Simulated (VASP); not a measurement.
A run of VASP 6.6.1 is set up as follows.

Contents of POSCAR:

```
BeTe
1.0
    0.0000000000      2.8286236224      2.8286236224
    2.8286236224      0.0000000000      2.8286236224
    2.8286236224      2.8286236224      0.0000000000
Be Te
1 1
Direct
    0.0000000000      0.0000000000      0.0000000000
    0.2500000000      0.2500000000      0.2500000000
```

INCAR.step1

```
ALGO = Normal ; EDIFF = 1E-8
ENCUT = 500 ; ISMEAR = 0
LASPH = True ; LCHARG = False
LREAL = False ; LWAVE = True
NELM = 60 ; PREC = Accurate
SIGMA = 0.01
```

The input INCAR.step2:

```
ALGO = Exact ; EDIFF = 1E-8
ENCUT = 500 ; ISMEAR = 0
ISTART = 1 ; LASPH = True
LCHARG = False ; LOPTICS = True
LREAL = False ; LWAVE = True
NBANDS = 94 ; NELM = 1
PREC = Accurate ; SIGMA = 0.01
```

INCAR.step3

```
ALGO = EVGW0 ; EDIFF = 1E-8
ENCUT = 500 ; ENCUTGW = 60.0
ISMEAR = 0 ; ISTART = 1
LASPH = True ; LCHARG = False
LREAL = False ; LWAVE = False
NBANDS = 94 ; NBANDSGW = 12
NELMGW = 1 ; NOMEGA = 48
PREC = Accurate ; PRECFOCK = Fast
SIGMA = 0.01
```

KPOINTS

```
k-points
0
Gamma
  4 4 4
```

Potentials or basis: VASP PAW LDA potentials, release 64 (Be_GW, Te_GW).

Run with:

```console
$ cat potpaw_LDA.64/Be_GW/POTCAR potpaw_LDA.64/Te_GW/POTCAR > POTCAR
$ cp INCAR.step1 INCAR
$ mpirun -np 1 vasp_std > vasp.out
$ cp INCAR.step2 INCAR
$ mpirun -np 1 vasp_std > vasp.out
$ cp INCAR.step3 INCAR
$ mpirun -np 1 vasp_std > vasp.out
```

Q: Estimate the quasiparticle gap.

A: 2.48 eV.

Q: Estimate the least direct quasiparticle gap.

A: 4.39 eV.

Q: What does it give for the band gap on the k mesh, mean-field level?

A: 1.89 eV, indirect (least direct gap 3.59 eV).

Caveat: the k points lie up to 0.48 Å⁻¹ apart; bands, screening cutoff and mesh are small and nothing is extrapolated, so the quasiparticle values aren't converged; spin-orbit coupling is left out, which moves the levels of the heavy elements. A k mesh can miss the band edges.
